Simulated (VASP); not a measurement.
# Ta (I4/mmm) in VASP: a series of runs

Runs on Ta. Level: r2SCAN. Tasks: single point.

All numbers are computed with VASP 6.6.1; they aren't measurements. Logs are shortened: lines on timing, memory, paths and dates and some standing lists are left out, and cuts for length are marked.

## 1. The cell of the first run

The structure is tetragonal, space group I4/mmm (No. 139). The conventional cell has a = 3.038 Å, b = 3.038 Å, c = 3.303 Å, α = 90.00°, β = 90.00°, γ = 90.00°. Ta (site symmetry 4/mmm) has 14 Ta at 2.71 to 3.30 Å within 3.6 Å.

## 2. Single point, r2SCAN (strain -0.080 along x and y, +0.000 along z)

POSCAR

```
Ta
1.0
   -1.5191776000      1.5191776000      1.6512800000
    1.5191776000     -1.5191776000      1.6512800000
    1.5191776000      1.5191776000     -1.6512800000
Ta
1
Direct
    0.0000000000      0.0000000000      0.0000000000
```

INCAR.step1

```
SYSTEM = Ta
ALGO = Normal ; EDIFF = 1E-4
ENCUT = 520 ; GGA = PE
ISMEAR = 0 ; LASPH = .True.
LCHARG = .False. ; LREAL = .False.
LWAVE = .True. ; NBANDS = 12
NELM = 60 ; PREC = Accurate
SIGMA = 0.15
```

INCAR.step2

```
SYSTEM = Ta
ALGO = Normal ; EDIFF = 1E-6
ENCUT = 520 ; ISIF = 2
ISMEAR = 0 ; ISTART = 1
LASPH = .True. ; LCHARG = .True.
LELF = .True. ; LMIXTAU = .True.
LREAL = .False. ; LVHAR = .True.
LWAVE = .False. ; METAGGA = R2SCAN
NBANDS = 12 ; NELM = 60
PREC = Accurate ; SIGMA = 0.15
```

KPOINTS

```
k-points
0
Gamma
  20 20 20
  0 0 0
```

Potentials or basis: VASP PAW PBE potentials, release 64 (Ta_pv).

Run with:

```
$ cat potpaw_PBE.64/Ta_pv/POTCAR > POTCAR
$ cp INCAR.step1 INCAR
$ mpirun -np 1 vasp_std > vasp.out
$ cp INCAR.step2 INCAR
$ mpirun -np 1 vasp_std > vasp.out
```

OUTCAR:

```text
SYSTEM = Ta
   EDIFF = 1E-6
   ENCUT = 520
   ISIF = 2
   ISMEAR = 0
   ISTART = 1
   LASPH = .True.
   LREAL = .False.
   METAGGA = R2SCAN
   NELM = 60
   PREC = Accurate

 ion  position               nearest neighbor table
   1  0.000  0.000  0.000-

  LATTYP: Found a body centered tetragonal cell.
 ALAT       =     3.0383552000
 C/A-ratio  =     1.0869565217

  Lattice vectors:

 A1 = (  -1.5191776000,   1.5191776000,   1.6512800000)
 A2 = (   1.5191776000,  -1.5191776000,   1.6512800000)
 A3 = (   1.5191776000,   1.5191776000,  -1.6512800000)

Analysis of symmetry for initial positions (statically):
=====================================================================
 Subroutine PRICEL returns:
 Original cell was already a primitive cell.

 Routine SETGRP: Setting up the symmetry group for a
 body centered tetragonal supercell.

 Subroutine GETGRP returns: Found 16 space group operations
 (whereof 16 operations were pure point group operations)
 out of a pool of 16 trial point group operations.

The static configuration has the point symmetry D_4h.

Analysis of symmetry for dynamics (positions and initial velocities):
=====================================================================
 Subroutine PRICEL returns:
 Original cell was already a primitive cell.

 Routine SETGRP: Setting up the symmetry group for a
 body centered tetragonal supercell.

 Subroutine GETGRP returns: Found 16 space group operations
 (whereof 16 operations were pure point group operations)
 out of a pool of 16 trial point group operations.

The dynamic configuration has the point symmetry D_4h.

 Subroutine INISYM returns: Found 16 space group operations
 (whereof 16 operations are pure point group operations),
 and found     1 'primitive' translations

----------------------------------------------------------------------------------------

                                     Primitive cell

  volume of cell :      15.2440

  direct lattice vectors                    reciprocal lattice vectors
    -1.519177600  1.519177600  1.651280000     0.000000000  0.329125443  0.302795407
     1.519177600 -1.519177600  1.651280000     0.329125443  0.000000000  0.302795407
     1.519177600  1.519177600 -1.651280000     0.329125443  0.329125443  0.000000000

  length of vectors
     2.709709726  2.709709726  2.709709726     0.447223228  0.447223228  0.465453665

  position of ions in fractional coordinates (direct lattice)
     0.000000000  0.000000000  0.000000000

[... 70 lines left out ...]
   LNONCOLLINEAR =      F non collinear calculations
   LSORBIT =      F    spin-orbit coupling
   LASPH  =      T    aspherical Exc in radial PAW
   ENCUT  =  520.0 eV  38.22 Ry    6.18 a.u.   5.04  5.04  5.04*2*pi/ulx,y,z
   NELM   =     60;   NELMIN=  2; NELMDL=  0     # of ELM steps
   EDIFF  = 0.1E-05   stopping-criterion for ELM
   LREAL  =      F    real-space projection
[... 7 lines left out ...]
   TEBEG  =    0.0;   TEEND  =   0.0 temperature during run
   PSTRESS=    0.0 pullay stress
   NELECT =      11.0000    total number of electrons
   NUPDOWN=      -1.0000    fix difference up-down
   EMIN   =  10.00;   EMAX   =-10.00  energy-range for DOS
   EFERMI =   0.00;   METHOD = LEGACY
   ISMEAR =     0;   SIGMA  =   0.15  broadening in eV -4-tet -1-fermi 0-gaus
   EFERMI_NEDOS =   21; number of points for ismear=-14 and -15
   IALGO  =     38    algorithm
   IMIX   =      4    mixing-type and parameters
     AMIX     =   0.40;   BMIX     =  1.00
     AMIX_MAG =   1.60;   BMIX_MAG =  1.00
  volume/ion in A,a.u.               =      15.24       102.87
  Fermi-wavevector in a.u.,A,eV,Ry     =   1.468384  2.774844 29.336243  2.156153
  Thomas-Fermi vector in A             =   2.583889
   LORBIT       =      0    0 simple, 1 ext, 2 COOP (PROOUT), +10 PAW based schemes
   METAGGA = R2SCAN    functional components
   LHFCALC =     F    Hartree Fock is set to
   AEXX    =    0.0000 exact exchange contribution
   IVDW    =     0    specifies the selected vdW correction
   LEPSILON=     F    determine dielectric tensor
   LRPA    =     F    only Hartree local field effects (RPA)
 non-spin polarized calculation
 Gauss-broadening in eV      SIGMA  =   0.15
  energy-cutoff  :      520.00
  volume of cell :       15.24
 maximum number of plane-waves:       426
   NGX = 11   NGY = 11   NGZ = 11

 number of electron      11.0000000 magnetization

 Free energy of the ion-electron system (eV)
  ---------------------------------------------------
  ext. energy  EPLUGINS =         0.00000000
  ---------------------------------------------------
  free energy    TOTEN  =       -48.17026597 eV

  energy without entropy =      -48.15781728  energy(sigma->0) =      -48.16404163

 E-fermi :   6.7916     XC(G=0): -14.7704

 val. band max:        6.7884970088   @ k =  -0.1500   0.0500  -0.0000
 cond. band min:       6.7920275665   @ k =  -0.1000  -0.2000   0.1000
 fundamental gap:      0.0035305577
 Fermi energy:         6.7916346407

 k-point     1 :       0.0000    0.0000    0.0000
  band No.  band energies     occupation
      1     -26.7590      2.00000
      2     -26.7515      2.00000
      3     -26.7515      2.00000
      4      -2.1566      2.00000
      5       7.2066      0.00009
      6       7.2067      0.00009
      7       8.5090      0.00000
      8      10.6822      0.00000
      9      12.4813      0.00000
     10      19.6703      0.00000
     11      22.2790      0.00000
     12      24.0548      0.00000
[... 331 lines left out ...]
 k-point    24 :      -0.3500    0.0500    0.0000
  band No.  band energies     occupation
      1     -28.3412      2.00000
      2     -27.1931      2.00000
      3     -26.7914      2.00000
      4       1.3878      2.00000
      5       5.6930      2.00000
      6       6.6731      1.73642
      7      10.5053      0.00000
      8      12.5976      0.00000
      9      13.0909      0.00000
     10      19.6703      0.00000
     11      22.3280      0.00000
     12      24.7151      0.00000

 [... further k-points ...]
[... 5 lines left out ...]
  --------------------------------------------------------------------------------------
  -------------------------------------------------------------------------------------
  Total        5.0888464      5.0888464      3.7292098      0.0000000      0.0000000      0.0000000
  in kB      534.8501392    534.8501392    391.9490317      0.0000000      0.0000000      0.0000000
  external PRESSURE =     487.2164367 kB  Pullay stress =       0.0000000 kB

 VOLUME and BASIS-vectors are now :
 -----------------------------------------------------------------------------
  energy-cutoff  :      520.00
  volume of cell :       15.24
      direct lattice vectors                 reciprocal lattice vectors
    -1.519177600  1.519177600  1.651280000     0.000000000  0.329125443  0.302795407
     1.519177600 -1.519177600  1.651280000     0.329125443  0.000000000  0.302795407
     1.519177600  1.519177600 -1.651280000     0.329125443  0.329125443  0.000000000

 POSITION                                       TOTAL-FORCE (eV/Angst)
 -----------------------------------------------------------------------------------
      0.00000      0.00000      0.00000         0.000000      0.000000      0.000000
 -----------------------------------------------------------------------------------
    total drift:                                0.000000     -0.000000      0.000000

  FREE ENERGIE OF THE ION-ELECTRON SYSTEM (eV)
  ---------------------------------------------------
  free  energy   TOTEN  =       -48.1702659698 eV

  energy  without entropy=      -48.1578172846  energy(sigma->0) =      -48.16404163
```

OUTCAR.step1:

```text
SYSTEM = Ta
   EDIFF = 1E-4
   ENCUT = 520
   GGA = PE
   ISMEAR = 0
   LASPH = .True.
[... 578 lines left out ...]
 -----------------------------------------------------------------------------------
      0.00000      0.00000      0.00000         0.000000      0.000000     -0.000000
 -----------------------------------------------------------------------------------
    total drift:                               -0.000000     -0.000000      0.000000

  FREE ENERGIE OF THE ION-ELECTRON SYSTEM (eV)
  ---------------------------------------------------
  free  energy   TOTEN  =       -11.3630710991 eV

  energy  without entropy=      -11.3498661821  energy(sigma->0) =      -11.35646864
```

OSZICAR.step1:

```text
N       E                     dE             d eps       ncg     rms          rms(c)
DAV:   1     0.622030662668E+02    0.62203E+02   -0.61575E+03 15488   0.902E+02
DAV:   2    -0.107421334336E+02   -0.72945E+02   -0.70909E+02 17096   0.252E+02
DAV:   3    -0.117173943369E+02   -0.97526E+00   -0.96851E+00 18244   0.274E+01
DAV:   4    -0.117193973929E+02   -0.20031E-02   -0.20030E-02 16680   0.138E+00
DAV:   5    -0.117194021069E+02   -0.47139E-05   -0.47136E-05 16048   0.640E-02    0.182E+01
DAV:   6    -0.114574610816E+02    0.26194E+00   -0.18561E-01 17860   0.475E+00    0.955E+00
DAV:   7    -0.113643382010E+02    0.93123E-01   -0.18927E-01 17912   0.461E+00    0.443E-01
DAV:   8    -0.113630900121E+02    0.12482E-02   -0.41080E-03 16092   0.684E-01    0.990E-02
DAV:   9    -0.113630710991E+02    0.18913E-04   -0.58428E-05 11788   0.925E-02
   1 F= -.11363071E+02 E0= -.11356469E+02  d E =-.132049E-01
```

Run time: 3 min. Hardware: 1 thread of AMD EPYC 9R45 (Zen 5), shared host; peak memory 0.19 GiB.

Results:

```yaml
Free_energy: -48.1703 eV
Pressure: 48.7 GPa
Band_gap_on_the_k_mesh: zero (an odd number of electrons rules out a gap without spin polarisation)
```

Caveat: the cell differs from its parent crystal (strain -0.080 along x and y, +0.000 along z); the stress differs along the axes, from 39 to 53 GPa; the PAW data sets were made with another functional, which shifts forces and pressure a little; spin-orbit coupling is left out, which moves the levels of the heavy elements.

## 3. Single point, r2SCAN (strain -0.080 along x and y, +0.080 along z)

POSCAR

```
Ta
1.0
   -1.5191776000      1.5191776000      1.7833824000
    1.5191776000     -1.5191776000      1.7833824000
    1.5191776000      1.5191776000     -1.7833824000
Ta
1
Direct
    0.0000000000      0.0000000000      0.0000000000
```

INCAR.step1

```
ALGO = Normal
EDIFF = 1E-4
ENCUT = 520
GGA = PE
ISMEAR = 0
LASPH = True
LCHARG = False
LREAL = False
LWAVE = True
NBANDS = 12
NELM = 100
PREC = Accurate
SIGMA = 0.15
```

INCAR.step2

```
ALGO = Normal
EDIFF = 1E-7
ENCUT = 520
ISIF = 2
ISMEAR = 0
ISTART = 1
LASPH = True
LCHARG = True
LELF = True
LMIXTAU = True
LREAL = False
LVHAR = True
LWAVE = False
METAGGA = R2SCAN
NBANDS = 12
NELM = 100
PREC = Accurate
SIGMA = 0.15
```

KPOINTS

```
k-points
0
Gamma
  20 20 20
```

Potentials or basis: VASP PAW PBE potentials, release 64 (Ta_pv).

Run with:

```
$ cat potpaw_PBE.64/Ta_pv/POTCAR > POTCAR
$ cp INCAR.step1 INCAR
$ mpirun -np 1 vasp_std > vasp.out
$ cp INCAR.step2 INCAR
$ mpirun -np 1 vasp_std > vasp.out
```

Run time: 6.2 min. Hardware: 1 thread of AMD EPYC 9R45 (Zen 5), shared host; peak memory 0.22 GiB.

The run converged. Its results:

| Item | Value |
| --- | --- |
| Free energy | -48.3577 eV |
| Pressure | 25.6 GPa |
| Band gap on the k mesh | zero (an odd number of electrons rules out a gap without spin polarisation) |

Stress tensor (GPa, compression positive):
```
32.25  0.00  0.00
 0.00 32.25  0.00
 0.00  0.00 12.39
```

Levels at points of the mesh, in eV from the Fermi level:
```tsv
k point	band 3	band 4	band 5	band 6	band 7	band 8
(0.00, 0.00, 0.00)	-33.99	-8.82	0.25	0.25	2.41	2.76
(0.50, 0.00, 0.00)	-34.03	-5.15	-1.04	1.47	2.50	6.24
(0.50, 0.50, 0.00)	-34.20	-5.15	-3.34	2.80	6.42	6.72
(0.50, 0.50, 0.50)	-34.89	-4.95	-4.38	6.95	7.41	8.00
```

Caveat: the cell differs from its parent crystal (strain -0.080 along x and y, +0.080 along z); the stress differs along the axes, from 12 to 32 GPa; the PAW data sets were made with another functional, which shifts forces and pressure a little; spin-orbit coupling is left out, which moves the levels of the heavy elements.

## 4. Single point, r2SCAN (strain +0.000 along x and y, -0.080 along z)

POSCAR

```
Ta
1.0
   -1.6512800000      1.6512800000      1.5191776000
    1.6512800000     -1.6512800000      1.5191776000
    1.6512800000      1.6512800000     -1.5191776000
Ta
1
Direct
    0.0000000000      0.0000000000      0.0000000000
```

INCAR.step1 is that of step 3.

INCAR.step2

```
ALGO = Normal
EDIFF = 1E-6
ENCUT = 520
ISIF = 2
ISMEAR = 0
ISTART = 1
LASPH = True
LCHARG = False
LMIXTAU = True
LREAL = False
LWAVE = False
METAGGA = R2SCAN
NBANDS = 12
NELM = 100
PREC = Accurate
SIGMA = 0.15
```

KPOINTS is that of step 3.

Run with:

```
$ cat potpaw_PBE.64/Ta_pv/POTCAR > POTCAR
$ cp INCAR.step1 INCAR
$ mpirun -np 1 vasp_std > vasp.out
$ cp INCAR.step2 INCAR
$ mpirun -np 1 vasp_std > vasp.out
```

Run time: 5 min. Hardware: 1 thread of AMD EPYC 9R45 (Zen 5), shared host; peak memory 0.22 GiB.

It converged, with:

```yaml
Free_energy: -48.4584 eV
Pressure: 21.9 GPa
Band_gap_on_the_k_mesh: zero (an odd number of electrons rules out a gap without spin polarisation)
```

Stress tensor (GPa, compression positive):
```
18.81  0.00  0.00
 0.00 18.81  0.00
 0.00  0.00 28.07
```

Levels at points of the mesh, in eV from the Fermi level:
```csv
k point,band 1,band 2,band 3,band 4,band 5,band 6,band 7,band 8,band 9,band 10
"(0.00, 0.00, 0.00)",-33.89,-33.89,-33.87,-8.66,0.01,1.33,1.33,3.62,5.45,12.51
"(0.50, 0.00, 0.00)",-35.49,-34.42,-33.96,-4.97,-2.25,2.18,4.61,6.53,8.90,12.51
"(0.50, 0.50, 0.00)",-35.51,-34.30,-33.84,-5.01,-0.92,1.44,3.41,5.20,8.76,12.50
"(0.50, 0.50, 0.50)",-35.06,-35.06,-34.79,-4.63,-4.40,7.73,7.73,8.07,9.08,9.08
```

Caveat: the cell differs from its parent crystal (strain +0.000 along x and y, -0.080 along z); the stress differs along the axes, from 19 to 28 GPa; the PAW data sets were made with another functional, which shifts forces and pressure a little; spin-orbit coupling is left out, which moves the levels of the heavy elements.

## 5. Single point, r2SCAN (strain +0.080 along x and y, -0.080 along z)

POSCAR

```
Ta
1.0
   -1.7833824000      1.7833824000      1.5191776000
    1.7833824000     -1.7833824000      1.5191776000
    1.7833824000      1.7833824000     -1.5191776000
Ta
1
Direct
    0.0000000000      0.0000000000      0.0000000000
```

INCAR.step1

```
  PREC = Accurate
  ENCUT = 520
  ISMEAR = 0
  SIGMA = 0.15
  LREAL = False
  LASPH = True
  NELM = 60
  NBANDS = 12
  GGA = PE
  ALGO = Normal
  EDIFF = 1E-4
  LWAVE = True
  LCHARG = False
```

INCAR.step2

```
  PREC = Accurate
  ENCUT = 520
  EDIFF = 1E-6
  ISMEAR = 0
  SIGMA = 0.15
  LREAL = False
  LASPH = True
  NELM = 60
  ALGO = Normal
  ISIF = 2
  LWAVE = False
  LCHARG = True
  METAGGA = R2SCAN
  LMIXTAU = True
  LELF = True
  LVHAR = True
  NBANDS = 12
  ISTART = 1
```

KPOINTS

```
Automatic mesh
0
Gamma
  20 20 20
```

Run with:

```
$ cat potpaw_PBE.64/Ta_pv/POTCAR > POTCAR
$ cp INCAR.step1 INCAR
$ mpirun -np 1 vasp_std > vasp.out
$ cp INCAR.step2 INCAR
$ mpirun -np 1 vasp_std > vasp.out
```

Wall time 5.5 min (1 thread of AMD EPYC 9R45 (Zen 5), shared host); peak memory 0.23 GiB.

It converged, with:

| Item | Value |
| --- | --- |
| Free energy | -48.4867 eV |
| Pressure | -9.5 GPa |
| Band gap on the k mesh | zero (an odd number of electrons rules out a gap without spin polarisation) |

Stress tensor (GPa, compression positive):
```
-12.10   0.00   0.00
  0.00 -12.10   0.00
  0.00   0.00  -4.19
```

Levels at points of the mesh, in eV from the Fermi level:
```tsv
k point	band 1	band 2	band 3	band 4	band 5	band 6	band 7	band 8	band 9	band 10
(0.00, 0.00, 0.00)	-34.65	-34.65	-34.60	-8.17	-0.54	1.70	1.70	2.25	5.14	11.68
(0.50, 0.00, 0.00)	-35.63	-34.97	-34.73	-4.28	-2.07	1.55	3.70	6.22	7.06	11.43
(0.50, 0.50, 0.00)	-35.62	-34.82	-34.60	-4.55	0.17	0.33	1.97	4.02	7.06	10.44
(0.50, 0.50, 0.50)	-35.40	-35.40	-35.06	-3.78	-3.54	6.37	6.37	6.80	6.84	6.84
```

Caveat: the cell differs from its parent crystal (strain +0.080 along x and y, -0.080 along z); the stress differs along the axes, from -12 to -4 GPa; the PAW data sets were made with another functional, which shifts forces and pressure a little; spin-orbit coupling is left out, which moves the levels of the heavy elements.

## 6. Single point, r2SCAN (strain +0.000 along x and y, +0.080 along z)

POSCAR

```
Ta
1.0
   -1.6512800000      1.6512800000      1.7833824000
    1.6512800000     -1.6512800000      1.7833824000
    1.6512800000      1.6512800000     -1.7833824000
Ta
1
Direct
    0.0000000000      0.0000000000      0.0000000000
```

INCAR.step1

```
SYSTEM = Ta
ALGO = Normal
EDIFF = 1E-4
ENCUT = 520
GGA = PE
ISMEAR = 0
LASPH = .True.
LCHARG = .False.
LREAL = .False.
LWAVE = .True.
NBANDS = 12
NELM = 80
PREC = Accurate
SIGMA = 0.15
```

INCAR.step2

```
SYSTEM = Ta
ALGO = Normal
EDIFF = 1E-6
ENCUT = 520
ISIF = 2
ISMEAR = 0
ISTART = 1
LASPH = .True.
LCHARG = .False.
LMIXTAU = .True.
LREAL = .False.
LWAVE = .False.
METAGGA = R2SCAN
NBANDS = 12
NELM = 80
PREC = Accurate
SIGMA = 0.15
```

KPOINTS

```
k-points
0
Gamma
  20 20 20
  0 0 0
```

Potentials or basis: VASP PAW PBE potentials, release 64 (Ta_pv).

Run with:

```
$ cat potpaw_PBE.64/Ta_pv/POTCAR > POTCAR
$ cp INCAR.step1 INCAR
$ mpirun -np 1 vasp_std > vasp.out
$ cp INCAR.step2 INCAR
$ mpirun -np 1 vasp_std > vasp.out
```

It took 5.4 min on 1 thread of AMD EPYC 9R45 (Zen 5), shared host; peak memory 0.23 GiB.

Results (log left out):

* Free energy: -48.5111 eV
* Pressure: -12.2 GPa
* Band gap on the k mesh: zero (an odd number of electrons rules out a gap without spin polarisation)

Stress tensor (GPa, compression positive):
```
-10.19   0.00   0.00
  0.00 -10.19   0.00
  0.00   0.00 -16.16
```

Levels at points of the mesh, in eV from the Fermi level:
```csv
k point,band 3,band 4,band 5,band 6,band 7,band 8,band 9,band 10
"(0.00, 0.00, 0.00)",-34.57,-8.05,0.55,0.55,1.47,3.36,4.56,11.71
"(0.50, 0.00, 0.00)",-34.57,-4.27,-1.01,0.95,3.19,4.94,7.19,10.91
"(0.50, 0.50, 0.00)",-34.62,-4.18,-1.98,1.49,4.66,5.22,7.42,11.40
"(0.50, 0.50, 0.50)",-35.18,-3.62,-3.40,6.32,6.56,6.56,6.95,8.99
```

Caveat: the cell differs from its parent crystal (strain +0.000 along x and y, +0.080 along z); the stress differs along the axes, from -16 to -10 GPa; the PAW data sets were made with another functional, which shifts forces and pressure a little; spin-orbit coupling is left out, which moves the levels of the heavy elements.

## 7. Summary

| cell | gap on the mesh (eV) | pressure (GPa) |
| --- | --- | --- |
| a = 2.710 Å, angles 111.8, 111.8, 104.9°, 1 atom | none | 48.7 |
| a = 2.792 Å, angles 114.1, 114.1, 100.6°, 1 atom | none | 25.6 |
| a = 2.786 Å, angles 107.3, 107.3, 113.9°, 1 atom | none | 21.9 |
| a = 2.944 Å, angles 105.4, 105.4, 117.9°, 1 atom | none | -9.5 |
| a = 2.938 Å, angles 111.6, 111.6, 105.3°, 1 atom | none | -12.2 |

Alike in all rows: task single point; level r2SCAN; potentials or basis VASP PAW PBE potentials, release 64 (Ta_pv); no spin polarisation; k mesh 20 × 20 × 20; cutoff (eV) 520; smearing gaussian 0.15 eV.

Caveats: the PAW data sets were made with another functional, which shifts forces and pressure a little; spin-orbit coupling is left out, which moves the levels of the heavy elements; the stress differs along the axes, from 39 to 53 GPa (at least some runs); the stress differs along the axes, from 12 to 32 GPa (at least some runs); the stress differs along the axes, from 19 to 28 GPa (at least some runs); the stress differs along the axes, from -12 to -4 GPa (at least some runs); the stress differs along the axes, from -16 to -10 GPa (at least some runs).

Absolute energies hang on the potentials; compare differences alone.
